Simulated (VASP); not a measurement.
# Si (Fd-3m) in VASP: notebook

Runs on Si. Level: LDA. Tasks: relaxation of the atoms.

Program: VASP 6.6.1. These are calculated values, not measurements. Logs are shortened: lines on timing, memory, paths and dates and some standing lists are left out, and cuts for length are marked.

## Step 1: The cell of the first run

The structure is cubic, space group Fd-3m (No. 227). The conventional cell has a = 5.375 Å, b = 5.375 Å, c = 5.375 Å, α = 90.00°, β = 90.00°, γ = 90.00°. Within 3.1 Å of Si (site symmetry -43m) lie 4 Si at 2.33 Å.

## Step 2: Relaxation of the atoms, LDA

File INCAR:

```
SYSTEM = Si
ALGO     = Normal         ! electronic algorithm
EDIFF    = 1E-6           ! SCF threshold, eV
EDIFFG   = -5E-4          ! ionic threshold
ENCUT    = 520            ! plane-wave cutoff, eV
IBRION   = 2              ! ionic algorithm
ISIF     = 2              ! what is computed and relaxed
ISMEAR   = 0              ! smearing method
LASPH    = .TRUE.         ! aspherical terms in the spheres
LCHARG   = .FALSE.        ! write CHGCAR
LREAL    = .FALSE.        ! projectors in reciprocal space
LWAVE    = .FALSE.        ! write WAVECAR
NELM     = 100            ! most SCF steps
NSW      = 80             ! ionic steps
PREC     = Accurate       ! precision mode
SIGMA    = 0.01           ! smearing width, eV
```

File KPOINTS:

```
k-points
0
G
  10 10 10
  0 0 0
```

File POSCAR:

```
Si
1.0
    0.0000000000      2.6874686367      2.6874686367
    2.6874686367      0.0000000000      2.6874686367
    2.6874686367      2.6874686367      0.0000000000
Si
2
Direct
    0.0000000000      0.0000000000      0.0000000000
    0.2500000000      0.2500000000      0.2500000000
```

Potentials or basis: VASP PAW LDA potentials, release 64 (Si).

Command:

```console
$ cat potpaw_LDA.64/Si/POTCAR > POTCAR
$ mpirun -np 1 vasp_std > vasp.out
```

OUTCAR:

```text
SYSTEM = Si
   EDIFF = 1E-6
   EDIFFG = -5E-4
   ENCUT = 520
   IBRION = 2
   ISIF = 2
   ISMEAR = 0
   LASPH = .TRUE.
   LREAL = .FALSE.
   NELM = 100
   NSW = 80
   PREC = Accurate

 ion  position               nearest neighbor table
   1  0.000  0.000  0.000-   2 2.33   2 2.33   2 2.33   2 2.33
   2  0.250  0.250  0.250-   1 2.33   1 2.33   1 2.33   1 2.33

  LATTYP: Found a face centered cubic cell.
 ALAT       =     5.3749372734

  Lattice vectors:

 A1 = (   0.0000000000,   2.6874686367,   2.6874686367)
 A2 = (   2.6874686367,   0.0000000000,   2.6874686367)
 A3 = (   2.6874686367,   2.6874686367,   0.0000000000)

Analysis of symmetry for initial positions (statically):
=====================================================================
 Subroutine PRICEL returns:
 Original cell was already a primitive cell.

 Routine SETGRP: Setting up the symmetry group for a
 face centered cubic supercell.

 Subroutine GETGRP returns: Found 48 space group operations
 (whereof 24 operations were pure point group operations)
 out of a pool of 48 trial point group operations.

The static configuration has the point symmetry T_d .
 The point group associated with its full space group is O_h .

Analysis of symmetry for dynamics (positions and initial velocities):
=====================================================================
 Subroutine PRICEL returns:
 Original cell was already a primitive cell.

 Routine SETGRP: Setting up the symmetry group for a
 face centered cubic supercell.

 Subroutine GETGRP returns: Found 48 space group operations
 (whereof 24 operations were pure point group operations)
 out of a pool of 48 trial point group operations.

The dynamic configuration has the point symmetry T_d .
 The point group associated with its full space group is O_h .

 Subroutine INISYM returns: Found 48 space group operations
 (whereof 24 operations are pure point group operations),
 and found     1 'primitive' translations

----------------------------------------------------------------------------------------

                                     Primitive cell

  volume of cell :      38.8204

  direct lattice vectors                    reciprocal lattice vectors
     0.000000000  2.687468637  2.687468637    -0.186048683  0.186048683  0.186048683
     2.687468637  0.000000000  2.687468637     0.186048683 -0.186048683  0.186048683
     2.687468637  2.687468637  0.000000000     0.186048683  0.186048683 -0.186048683

  length of vectors
     3.800654594  3.800654594  3.800654594     0.322245771  0.322245771  0.322245771

  position of ions in fractional coordinates (direct lattice)
     0.000000000  0.000000000  0.000000000
     0.250000000  0.250000000  0.250000000

  ion indices of the primitive-cell ions
   primitive index   ion index
                 1           1
                 2           2

----------------------------------------------------------------------------------------

 KPOINTS: k-points

Automatic generation of k-mesh.
 Grid dimensions read from file:
 generate k-points for:   10   10   10

 Generating k-lattice:

  Cartesian coordinates                     Fractional coordinates (reciprocal lattice)
    -0.018604868  0.018604868  0.018604868     0.100000000  0.000000000  0.000000000
     0.018604868 -0.018604868  0.018604868     0.000000000  0.100000000  0.000000000
     0.018604868  0.018604868 -0.018604868     0.000000000  0.000000000  0.100000000

  Length of vectors
     0.032224577  0.032224577  0.032224577

  Shift w.r.t. Gamma in fractional coordinates (k-lattice)
     0.000000000  0.000000000  0.000000000

 Subroutine IBZKPT returns following result:
 ===========================================

 Found     47 irreducible k-points:

 Following reciprocal coordinates:
            Coordinates               Weight
  0.000000  0.000000  0.000000      1.000000
  0.100000  0.000000  0.000000      8.000000
  0.200000  0.000000  0.000000      8.000000
  0.300000  0.000000  0.000000      8.000000
  0.400000  0.000000  0.000000      8.000000
  0.500000  0.000000  0.000000      4.000000
[... 16 lines left out ...]
  0.300000  0.300000  0.000000      6.000000
  0.400000  0.300000  0.000000     24.000000
 [... further k-points ...]
   k-points           NKPTS =     47   k-points in BZ     NKDIM =     47   number of bands    NBANDS=      8
   number of dos      NEDOS =    301   number of ions     NIONS =      2
   total plane-waves  NPLWV =  21952
   dimension x,y,z NGX =    28 NGY =   28 NGZ =   28
   dimension x,y,z NGXF=    56 NGYF=   56 NGZF=   56
   ions per type =               2
   NGX,Y,Z   is equivalent  to a cutoff of  12.25, 12.25, 12.25 a.u.
   NGXF,Y,Z  is equivalent  to a cutoff of  24.50, 24.50, 24.50 a.u.
 SYSTEM =  Si
   PREC   = accura    normal or accurate (medium, high low for compatibility)
   ISTART =      0    job   : 0-new  1-cont  2-samecut
   ICHARG =      2    charge: 1-file 2-atom 10-const
   ISPIN  =      1    spin polarized calculation?
   LNONCOLLINEAR =      F non collinear calculations
   LSORBIT =      F    spin-orbit coupling
   LASPH  =      T    aspherical Exc in radial PAW
   ENCUT  =  520.0 eV  38.22 Ry    6.18 a.u.   7.07  7.07  7.07*2*pi/ulx,y,z
   NELM   =    100;   NELMIN=  2; NELMDL= -5     # of ELM steps
   EDIFF  = 0.1E-05   stopping-criterion for ELM
   LREAL  =      F    real-space projection
   EDIFFG = -.5E-03   stopping-criterion for IOM
   NSW    =     80    number of steps for IOM
   IBRION =      2    ionic relax: 0-MD 1-quasi-New 2-CG
   NFREE  =      1    steps in history (QN), initial steepest desc. (CG)
   ISIF   =      2    stress and relaxation
   ISYM   =      2    0-nonsym 1-usesym 2-fastsym
   POTIM  = 0.5000    time-step for ionic-motion
   TEBEG  =    0.0;   TEEND  =   0.0 temperature during run
   PSTRESS=    0.0 pullay stress
   NELECT =       8.0000    total number of electrons
   NUPDOWN=      -1.0000    fix difference up-down
   EMIN   =  10.00;   EMAX   =-10.00  energy-range for DOS
   EFERMI =   0.00;   METHOD = LEGACY
   ISMEAR =     0;   SIGMA  =   0.01  broadening in eV -4-tet -1-fermi 0-gaus
   EFERMI_NEDOS =   21; number of points for ismear=-14 and -15
   IALGO  =     38    algorithm
   IMIX   =      4    mixing-type and parameters
     AMIX     =   0.40;   BMIX     =  1.00
     AMIX_MAG =   1.60;   BMIX_MAG =  1.00
  volume/ion in A,a.u.               =      19.41       130.99
  Fermi-wavevector in a.u.,A,eV,Ry     =   0.966981  1.827330 12.722167  0.935053
  Thomas-Fermi vector in A             =   2.096829
   LORBIT       =      0    0 simple, 1 ext, 2 COOP (PROOUT), +10 PAW based schemes
   GGA     = CA    functional components
   LHFCALC =     F    Hartree Fock is set to
   AEXX    =    0.0000 exact exchange contribution
   IVDW    =     0    specifies the selected vdW correction
   LEPSILON=     F    determine dielectric tensor
   LRPA    =     F    only Hartree local field effects (RPA)
 conjugate gradient relaxation of ions
 non-spin polarized calculation
 Gauss-broadening in eV      SIGMA  =   0.01
  energy-cutoff  :      520.00
  volume of cell :       38.82
 maximum number of plane-waves:      1056
   NGX = 15   NGY = 15   NGZ = 15

 number of electron       8.0000001 magnetization

 Free energy of the ion-electron system (eV)
  ---------------------------------------------------
  ext. energy  EPLUGINS =         0.00000000
  ---------------------------------------------------
  free energy    TOTEN  =       -11.91612946 eV

  energy without entropy =      -11.91612946  energy(sigma->0) =      -11.91612946

 E-fermi :   6.1977     XC(G=0):  -9.7225

 val. band max:        6.0901612880   @ k =   0.0000   0.0000   0.0000
 cond. band min:       6.5171451436   @ k =   0.4000   0.4000   0.0000
 fundamental gap:      0.4269838556
 Fermi energy:         6.1976569562

 k-point     1 :       0.0000    0.0000    0.0000
  band No.  band energies     occupation
      1      -6.0812      2.00000
      2       6.0902      2.00000
      3       6.0902      2.00000
      4       6.0902      2.00000
      5       8.6271      0.00000
      6       8.6271      0.00000
      7       8.6271      0.00000
      8       9.6573      0.00000

 k-point     2 :       0.1000    0.0000    0.0000
  band No.  band energies     occupation
      1      -5.9467      2.00000
      2       4.9289      2.00000
      3       5.8847      2.00000
      4       5.8847      2.00000
      5       8.6673      0.00000
      6       8.9286      0.00000
      7       8.9286      0.00000
      8      10.5402      0.00000

 k-point     3 :       0.2000    0.0000    0.0000
  band No.  band energies     occupation
      1      -5.5494      2.00000
      2       3.0288      2.00000
      3       5.4946      2.00000
      4       5.4946      2.00000
      5       8.3196      0.00000
      6       9.4428      0.00000
      7       9.4428      0.00000
      8      12.2693      0.00000

 k-point     4 :       0.3000    0.0000    0.0000
  band No.  band energies     occupation
      1      -4.9151      2.00000
      2       1.2002      2.00000
      3       5.1545      2.00000
      4       5.1545      2.00000
      5       7.9548      0.00000
      6       9.5929      0.00000
      7       9.5929      0.00000
      8      13.6839      0.00000

 k-point     5 :       0.4000    0.0000    0.0000
  band No.  band energies     occupation
      1      -4.1397      2.00000
      2      -0.3194      2.00000
      3       4.9402      2.00000
      4       4.9402      2.00000
      5       7.7137      0.00000
      6       9.4522      0.00000
      7       9.4522      0.00000
      8      13.7792      0.00000
[... 177 lines left out ...]
 k-point    22 :      -0.2000    0.2000    0.0000
  band No.  band energies     occupation
      1      -4.6935      2.00000
      2       1.5673      2.00000
      3       2.9713      2.00000
      4       5.2280      2.00000
      5       8.9714      0.00000
      6      10.0826      0.00000
      7      10.3789      0.00000
      8      11.8470      0.00000

 k-point    23 :       0.3000    0.3000    0.0000
  band No.  band energies     occupation
      1      -4.4898      2.00000
      2       1.6572      2.00000
      3       3.7924      2.00000
      4       3.7924      2.00000
      5       6.8212      0.00000
      6       8.3695      0.00000
      7      12.7993      0.00000
      8      12.7993      0.00000

 k-point    24 :       0.4000    0.3000    0.0000
  band No.  band energies     occupation
      1      -3.8592      2.00000
      2       0.6291      2.00000
      3       3.1325      2.00000
      4       3.5835      2.00000
      5       7.0093      0.00000
      6       8.2066      0.00000
      7      13.1141      0.00000
      8      13.2097      0.00000

 [... further k-points ...]

------------------------ aborting loop because EDIFF is reached ----------------------------------------

  FORCE on cell =-STRESS in cart. coord.  units (eV):
  Direction    XX          YY          ZZ          XY          YZ          ZX
  --------------------------------------------------------------------------------------
  -------------------------------------------------------------------------------------
  Total        0.3761381      0.3761381      0.3761381     -0.0000000     -0.0000000     -0.0000000
  in kB       15.5237875     15.5237875     15.5237875     -0.0000000     -0.0000000     -0.0000000
  external PRESSURE =      15.5237875 kB  Pullay stress =       0.0000000 kB

 VOLUME and BASIS-vectors are now :
 -----------------------------------------------------------------------------
  energy-cutoff  :      520.00
  volume of cell :       38.82
      direct lattice vectors                 reciprocal lattice vectors
     0.000000000  2.687468637  2.687468637    -0.186048683  0.186048683  0.186048683
     2.687468637  0.000000000  2.687468637     0.186048683 -0.186048683  0.186048683
     2.687468637  2.687468637  0.000000000     0.186048683  0.186048683 -0.186048683

 POSITION                                       TOTAL-FORCE (eV/Angst)
 -----------------------------------------------------------------------------------
      0.00000      0.00000      0.00000         0.000000      0.000000      0.000000
      1.34373      1.34373      1.34373        -0.000000     -0.000000      0.000000
 -----------------------------------------------------------------------------------
    total drift:                                0.000000      0.000000     -0.000000

  FREE ENERGIE OF THE ION-ELECTRON SYSTEM (eV)
  ---------------------------------------------------
  free  energy   TOTEN  =       -11.9161294569 eV

  energy  without entropy=      -11.9161294569  energy(sigma->0) =      -11.91612946

 reached required accuracy - stopping structural energy minimisation
```

Run time: 7.4 s. Hardware: 1 thread of Intel Xeon Platinum 8488C (Sapphire Rapids), shared host; peak memory 0.13 GiB.

Results:

| Property | Result |
| --- | --- |
| Free energy | -11.9161 eV |
| Pressure after relaxing | 1.6 GPa |
| Band gap on the k mesh | 0.43 eV (least direct gap 2.54 eV) |

Final structure:
```
Si
1.0
     0.00000    2.68747    2.68747
     2.68747    0.00000    2.68747
     2.68747    2.68747    0.00000
Si
2
Cartesian
  0.0000 0.0000 0.0000
  1.3437 1.3437 1.3437
```

Caveat: the relaxation stopped at its first step, so nothing moved; semilocal functionals underestimate gaps, and a narrow one can read as zero. A k mesh can miss the band edges.

## Step 3: Relaxation of the atoms, LDA

This run uses another cell than the first one, of 19.70 Å³/atom.

File INCAR:

```
SYSTEM = Si
  PREC = Accurate
  ENCUT = 520
  EDIFF = 1E-7
  ISMEAR = 0
  SIGMA = 0.01
  LREAL = .False.
  LASPH = .True.
  NELM = 80
  ALGO = Normal
  ISIF = 2
  LWAVE = .False.
  LCHARG = .False.
  GGA = CA
  IBRION = 2
  NSW = 80
  EDIFFG = -5E-4
```

File KPOINTS:

```
Automatic mesh
0
Gamma
  10 10 10
  0 0 0
```

File POSCAR:

```
Si
1.0
    0.0000000000      2.7009735042      2.7009735042
    2.7009735042      0.0000000000      2.7009735042
    2.7009735042      2.7009735042      0.0000000000
Si
2
Direct
    0.0000000000      0.0000000000      0.0000000000
    0.2500000000      0.2500000000      0.2500000000
```

Potentials or basis: VASP PAW LDA potentials, release 64 (Si).

Command:

```console
$ cat potpaw_LDA.64/Si/POTCAR > POTCAR
$ mpirun -np 1 vasp_std > vasp.out
```

It took 7.7 s on 1 thread of Intel Xeon Platinum 8488C (Sapphire Rapids), shared host; peak memory 0.13 GiB.

The run converged. Its results:

- Free energy: -11.9191 eV
- Pressure after relaxing: 0.0 GPa
- Band gap on the k mesh: 0.45 eV (least direct gap 2.53 eV)

Final structure:
```
Si
1.0
     0.00000    2.70097    2.70097
     2.70097    0.00000    2.70097
     2.70097    2.70097    0.00000
Si
2
Direct
  0.00000 0.00000 0.00000
  0.25000 0.25000 0.25000
```

Levels at points of the mesh, in eV from the valence-band top:
```csv
k point,band 2,band 3,band 4,band 5,band 6,band 7
"(0.00, 0.00, 0.00)",0.00,0.00,0.00,2.53,2.53,2.53
"(0.50, 0.00, 0.00)",-7.07,-1.21,-1.21,1.49,3.29,3.29
"(0.50, 0.50, 0.00)",-7.87,-2.89,-2.89,0.57,0.57,10.11
```

Caveat: the relaxation stopped at its first step, so nothing moved; semilocal functionals underestimate gaps, and a narrow one can read as zero. A k mesh can miss the band edges.
